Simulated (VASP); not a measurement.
# BN (P1) in VASP: a series of runs

The runs below take BN through single point, with PBEsol.

Program: VASP 6.6.1. These are calculated values, not measurements. Logs are shortened: lines on timing, memory, paths and dates and some standing lists are left out, and cuts for length are marked.

### 1 The cell of the first run

The typed cell holds 2 atoms: a = 2.403 Å, b = 2.403 Å, c = 3.137 Å, α = 101.11°, β = 101.11°, γ = 119.81°.

### 2 Single point, PBEsol

Contents of INCAR:

```
PREC     = Accurate       # precision mode
ENCUT    = 520            # plane-wave cutoff, eV
EDIFF    = 1E-6           # SCF threshold, eV
ISMEAR   = -1             # smearing method
SIGMA    = 0.01           # smearing width, eV
LREAL    = F              # projectors in reciprocal space
LASPH    = T              # aspherical terms in the spheres
NELM     = 60             # most SCF steps
ALGO     = Normal         # electronic algorithm
ISIF     = 2              # what is computed and relaxed
LWAVE    = F              # write WAVECAR
LCHARG   = F              # write CHGCAR
GGA      = PS             # functional
NBANDS   = 11             # bands
```

Contents of KPOINTS:

```
Automatic mesh
0
Gamma
  10 10 6
```

Contents of POSCAR:

```
BN
1.0
    2.4034154899      0.0000000000      0.0000000000
   -1.1947031683      2.0854472854      0.0000000000
   -0.6043561608     -1.0427241218      2.8964516350
B N
1 1
Direct
    0.9796430000      0.9834990000      0.0018060000
    0.6685060000      0.3323850000      0.9849990000
```

Potentials or basis: VASP PAW PBE potentials, release 64 (B, N).

Run with:

```bash
$ cat potpaw_PBE.64/B/POTCAR potpaw_PBE.64/N/POTCAR > POTCAR
$ mpirun -np 1 vasp_std > vasp.out
```

OUTCAR:

```text
PREC = Accurate
   ENCUT = 520
   EDIFF = 1E-6
   ISMEAR = -1
   LREAL = F
   LASPH = T
   NELM = 60
   ISIF = 2
   GGA = PS

 ion  position               nearest neighbor table
   1  0.980  0.983  0.002-   2 1.34   2 1.37   2 1.46
   2  0.669  0.332  0.985-   1 1.34   1 1.37   1 1.46

  LATTYP: Found a face centered orthorhombic cell.
 ALAT       =     2.4104098939
 B/A-ratio  =     1.7253462546
 C/A-ratio  =     2.4032855510

  Lattice vectors:

 A1 = (  -1.7990593291,   1.0427231636,   2.8964516350)
 A2 = (   0.6043561608,   1.0427231636,   2.8964516350)
 A3 = (  -1.1947031683,   2.0854472854,   0.0000000000)

Analysis of symmetry for initial positions (statically):
=====================================================================
 Subroutine PRICEL returns:
 Original cell was already a primitive cell.

 Routine SETGRP: Setting up the symmetry group for a
 face centered orthorhombic supercell.

 Subroutine GETGRP returns: Found  1 space group operations
 (whereof  1 operations were pure point group operations)
 out of a pool of  8 trial point group operations.

The static configuration has the point symmetry C_1 .

Analysis of symmetry for dynamics (positions and initial velocities):
=====================================================================
 Subroutine PRICEL returns:
 Original cell was already a primitive cell.

 Routine SETGRP: Setting up the symmetry group for a
 face centered orthorhombic supercell.

 Subroutine GETGRP returns: Found  1 space group operations
 (whereof  1 operations were pure point group operations)
 out of a pool of  8 trial point group operations.

The dynamic configuration has the point symmetry C_1 .

 Subroutine INISYM returns: Found  1 space group operations
 (whereof  1 operations are pure point group operations),
 and found     1 'primitive' translations

----------------------------------------------------------------------------------------

                                     Primitive cell

  volume of cell :      14.5176

  direct lattice vectors                    reciprocal lattice vectors
     2.403415490  0.000000000  0.000000000     0.416074542  0.238359213  0.172625052
    -1.194703168  2.085447285  0.000000000     0.000000000  0.479513439  0.172625092
    -0.604356161 -1.042724122  2.896451635     0.000000000  0.000000000  0.345250025

  length of vectors
     2.403415490  2.403415495  3.137188556     0.509639625  0.509639638  0.345250025

  position of ions in fractional coordinates (direct lattice)
     0.979643000  0.983499000  0.001806000
     0.668506000  0.332385000  0.984999000

  ion indices of the primitive-cell ions
   primitive index   ion index
                 1           1
                 2           2

----------------------------------------------------------------------------------------

 KPOINTS: Automatic mesh

Automatic generation of k-mesh.
 Grid dimensions read from file:
 generate k-points for:   10   10    6

 Generating k-lattice:

  Cartesian coordinates                     Fractional coordinates (reciprocal lattice)
     0.041607454  0.023835921  0.017262505     0.100000000  0.000000000  0.000000000
     0.000000000  0.047951344  0.017262509     0.000000000  0.100000000 -0.000000000
     0.000000000  0.000000000  0.057541671     0.000000000  0.000000000  0.166666667

  Length of vectors
     0.050963963  0.050963964  0.057541671

  Shift w.r.t. Gamma in fractional coordinates (k-lattice)
     0.000000000  0.000000000  0.000000000

 -----------------------------------------------------------------------------
|                                                                             |
|           W    W    AA    RRRRR   N    N  II  N    N   GGGG   !!!           |
|           W    W   A  A   R    R  NN   N  II  NN   N  G    G  !!!           |
|           W    W  A    A  R    R  N N  N  II  N N  N  G       !!!           |
|           W WW W  AAAAAA  RRRRR   N  N N  II  N  N N  G  GGG   !            |
|           WW  WW  A    A  R   R   N   NN  II  N   NN  G    G                |
|           W    W  A    A  R    R  N    N  II  N    N   GGGG   !!!           |
|                                                                             |
|     Your reciprocal lattice and k-lattice belong to different lattice       |
|     classes:                                                                |
|                                                                             |
|        The reciprocal lattice is body-centered orthorhombic,                |
|        whereas your k-lattice is base-centered monoclinic.                  |
|                                                                             |
|     Results are often still useful ...                                      |
|                                                                             |
 -----------------------------------------------------------------------------

 WARNING: IBZKPT: internal override: KBLOWUP is changed to .FALSE.
      ... skipping the blow-up phase ...

 Subroutine IBZKPT returns following result:
 ===========================================

 Found    304 irreducible k-points:

 Following reciprocal coordinates:
            Coordinates               Weight
  0.000000  0.000000  0.000000      1.000000
  0.100000  0.000000 -0.000000      2.000000
  0.200000  0.000000 -0.000000      2.000000
  0.300000 -0.000000 -0.000000      2.000000
  0.400000 -0.000000  0.000000      2.000000
  0.500000 -0.000000  0.000000      1.000000
[... 16 lines left out ...]
 -0.400000  0.200000  0.000000      2.000000
 -0.300000  0.200000  0.000000      2.000000
 [... further k-points ...]
   k-points           NKPTS =    304   k-points in BZ     NKDIM =    304   number of bands    NBANDS=     11
   number of dos      NEDOS =    301   number of ions     NIONS =      2
   total plane-waves  NPLWV =   7776
   dimension x,y,z NGX =    18 NGY =   18 NGZ =   24
   dimension x,y,z NGXF=    36 NGYF=   36 NGZF=   48
   ions per type =               1   1
   NGX,Y,Z   is equivalent  to a cutoff of  12.45, 12.45, 12.72 a.u.
   NGXF,Y,Z  is equivalent  to a cutoff of  24.90, 24.90, 25.44 a.u.
 SYSTEM =  unknown system
   PREC   = accura    normal or accurate (medium, high low for compatibility)
   ISTART =      0    job   : 0-new  1-cont  2-samecut
   ICHARG =      2    charge: 1-file 2-atom 10-const
   ISPIN  =      1    spin polarized calculation?
   LNONCOLLINEAR =      F non collinear calculations
   LSORBIT =      F    spin-orbit coupling
   LASPH  =      T    aspherical Exc in radial PAW
   ENCUT  =  520.0 eV  38.22 Ry    6.18 a.u.   4.47  4.47  5.83*2*pi/ulx,y,z
   NELM   =     60;   NELMIN=  2; NELMDL= -5     # of ELM steps
   EDIFF  = 0.1E-05   stopping-criterion for ELM
   LREAL  =      F    real-space projection
   EDIFFG = 0.1E-04   stopping-criterion for IOM
   NSW    =      0    number of steps for IOM
   IBRION =     -1    ionic relax: 0-MD 1-quasi-New 2-CG
   NFREE  =      0    steps in history (QN), initial steepest desc. (CG)
   ISIF   =      2    stress and relaxation
   ISYM   =      2    0-nonsym 1-usesym 2-fastsym
   POTIM  = 0.5000    time-step for ionic-motion
   TEBEG  =    0.0;   TEEND  =   0.0 temperature during run
   PSTRESS=    0.0 pullay stress
   NELECT =       8.0000    total number of electrons
   NUPDOWN=      -1.0000    fix difference up-down
   EMIN   =  10.00;   EMAX   =-10.00  energy-range for DOS
   EFERMI =   0.00;   METHOD = LEGACY
   ISMEAR =    -1;   SIGMA  =   0.01  broadening in eV -4-tet -1-fermi 0-gaus
   EFERMI_NEDOS =   21; number of points for ismear=-14 and -15
   IALGO  =     38    algorithm
   IMIX   =      4    mixing-type and parameters
     AMIX     =   0.40;   BMIX     =  1.00
     AMIX_MAG =   1.60;   BMIX_MAG =  1.00
  volume/ion in A,a.u.               =       7.26        48.98
  Fermi-wavevector in a.u.,A,eV,Ry     =   1.342167  2.536329 24.509719  1.801414
  Thomas-Fermi vector in A             =   2.470343
   LORBIT       =      0    0 simple, 1 ext, 2 COOP (PROOUT), +10 PAW based schemes
   GGA     = PS    functional components
   LHFCALC =     F    Hartree Fock is set to
   AEXX    =    0.0000 exact exchange contribution
   IVDW    =     0    specifies the selected vdW correction
   LEPSILON=     F    determine dielectric tensor
   LRPA    =     F    only Hartree local field effects (RPA)
 non-spin polarized calculation
  energy-cutoff  :      520.00
  volume of cell :       14.52
 maximum number of plane-waves:       405
 NGX is ok and might be reduce to    18
   NGX =  9   NGY =  9   NGZ = 11

 number of electron       8.0000001 magnetization

 Free energy of the ion-electron system (eV)
  ---------------------------------------------------
  ext. energy  EPLUGINS =         0.00000000
  ---------------------------------------------------
  free energy    TOTEN  =       -17.86875581 eV

  energy without entropy =      -17.86875581  energy(sigma->0) =      -17.86875581

 E-fermi :   4.6552     XC(G=0): -11.4923

 val. band max:        4.4366346743   @ k =   0.4000   0.4000   0.1667
 cond. band min:       7.0281051339   @ k =   0.5000   0.5000   0.5000
 fundamental gap:      2.5914704596
 Fermi energy:         4.6552230276

 k-point     1 :       0.0000    0.0000    0.0000
  band No.  band energies     occupation
      1     -14.7732      2.00000
      2       0.1479      2.00000
      3       2.0129      2.00000
      4       3.7472      2.00000
      5      10.0847      0.00000
      6      15.5394      0.00000
      7      17.7375      0.00000
      8      18.8694      0.00000
      9      21.5319      0.00000
     10      31.7431      0.00000
     11      33.1948      0.00000

 k-point     2 :       0.1000    0.0000   -0.0000
  band No.  band energies     occupation
      1     -14.5353      2.00000
      2       0.2608      2.00000
      3       1.6565      2.00000
      4       2.7887      2.00000
      5      10.6289      0.00000
      6      15.6958      0.00000
      7      18.0201      0.00000
      8      18.6226      0.00000
      9      22.0993      0.00000
     10      30.0561      0.00000
     11      32.2640      0.00000
[... 295 lines left out ...]
 k-point    24 :      -0.3000    0.2000    0.0000
  band No.  band energies     occupation
      1     -13.2740      2.00000
      2      -1.5582      2.00000
      3       0.6932      2.00000
      4       1.7164      2.00000
      5      12.3026      0.00000
      6      15.0719      0.00000
      7      16.2851      0.00000
      8      21.9983      0.00000
      9      24.0195      0.00000
     10      25.3442      0.00000
     11      31.3952      0.00000

 [... further k-points ...]
[... 5 lines left out ...]
  --------------------------------------------------------------------------------------
  -------------------------------------------------------------------------------------
  Total        4.5445714      6.8863009      0.8604206     -1.0036249      0.1544088      0.0768882
  in kB      501.5441432    759.9801035     94.9570085   -110.7612054     17.0407359      8.4854687
  external PRESSURE =     452.1604184 kB  Pullay stress =       0.0000000 kB

 VOLUME and BASIS-vectors are now :
 -----------------------------------------------------------------------------
  energy-cutoff  :      520.00
  volume of cell :       14.52
      direct lattice vectors                 reciprocal lattice vectors
     2.403415490  0.000000000  0.000000000     0.416074542  0.238359213  0.172625052
    -1.194703168  2.085447285  0.000000000     0.000000000  0.479513439  0.172625092
    -0.604356161 -1.042724122  2.896451635     0.000000000  0.000000000  0.345250025

 POSITION                                       TOTAL-FORCE (eV/Angst)
 -----------------------------------------------------------------------------------
      1.17841      2.04915      0.00523         2.236640      2.796675     -0.470958
      0.61431     -0.33391      2.85300        -2.236640     -2.796675      0.470958
 -----------------------------------------------------------------------------------
    total drift:                               -0.000252      0.000001     -0.000369

  FREE ENERGIE OF THE ION-ELECTRON SYSTEM (eV)
  ---------------------------------------------------
  free  energy   TOTEN  =       -17.8687558114 eV

  energy  without entropy=      -17.8687558114  energy(sigma->0) =      -17.86875581
```

It took 24 s on 1 thread of AMD EPYC 7R13 (Zen 3), shared host; peak memory 0.12 GiB.

Results:

```
Free energy            : -17.8688 eV
Pressure               : 45.2 GPa
Largest force          : 3.612 eV/Å
Band gap on the k mesh : 2.59 eV, indirect (least direct gap 4.81 eV)
```

Forces in eV/Å, atoms in the order of the input:
```
B    2.237  2.797 -0.471
N   -2.237 -2.797  0.471
```

Stress tensor (GPa, compression positive):
```
 50.15 -11.08   0.85
-11.08  76.00   1.70
  0.85   1.70   9.50
```

Levels at points of the mesh, in eV from the valence-band top:
| k point | band 1 | band 2 | band 3 | band 4 | band 5 | band 6 | band 7 | band 8 | band 9 |
| --- | --- | --- | --- | --- | --- | --- | --- | --- | --- |
| (0.00, 0.00, 0.00) | -19.21 | -4.29 | -2.42 | -0.69 | 5.65 | 11.10 | 13.30 | 14.43 | 17.10 |
| (0.50, 0.00, 0.00) | -15.23 | -9.79 | -5.16 | -1.88 | 4.95 | 10.69 | 14.42 | 18.34 | 22.21 |
| (0.00, 0.50, 0.00) | -15.47 | -9.95 | -4.38 | -1.30 | 3.76 | 10.77 | 14.71 | 18.31 | 22.58 |
| (0.50, 0.50, 0.00) | -15.59 | -10.21 | -4.53 | -0.16 | 6.68 | 10.11 | 12.98 | 15.27 | 21.04 |
| (0.00, 0.00, 0.50) | -18.44 | -8.15 | -2.45 | -0.74 | 10.81 | 11.78 | 13.26 | 14.83 | 19.50 |
| (0.50, 0.00, 0.50) | -15.23 | -9.80 | -5.15 | -1.75 | 4.58 | 10.74 | 14.71 | 18.51 | 22.59 |
| (0.00, 0.50, 0.50) | -15.48 | -9.93 | -4.37 | -1.42 | 4.02 | 10.70 | 14.54 | 18.20 | 23.01 |
| (0.50, 0.50, 0.50) | -15.15 | -9.54 | -4.71 | -2.67 | 2.59 | 10.24 | 16.47 | 21.81 | 23.38 |

Caveat: the PAW data sets were made with another functional, which shifts forces and pressure a little. A k mesh can miss the band edges.

(Continued in part 2 of 2.)
